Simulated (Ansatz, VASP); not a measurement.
One calculation of Pd, two programs

```xyz
3
Lattice="4.5378 0.0000 0.0000 -2.2689 3.9299 0.0000 0.0000 0.0000 2.6913" Properties=species:S:1:pos:R:3 pbc="T T T"
Pd    4.5378    0.0000    0.0000
Pd    0.0000    2.6199    1.3456
Pd    2.2689    1.3100    1.3456
```

Alike in both runs: task single point; functional revPBE; k mesh 11 × 11 × 15; occupations fermi-dirac, width 0.05 eV; collinear spin.

```csv
,VASP,Ansatz
version,VASP 6.6.1,Ansatz 0.2.0
potentials or method,"VASP PAW PBE potentials, release 64 (Pd), cutoff 520 eV","plane waves (420 eV) with PAW, scalar-relativistic"
valence electrons in the cell,30,54
```

|  | VASP | Ansatz | Ansatz less VASP |
| --- | --- | --- | --- |
| net moment per atom (μB) | 0.00 | 0.00 | -0.001 |

VASP's potentials were made for PBE, not for revPBE. VASP's potentials hold 30 valence electrons a cell and Ansatz's 54, so a difference there can come from the potentials and not from the codes. Ansatz's warnings: seeded moment not kept.
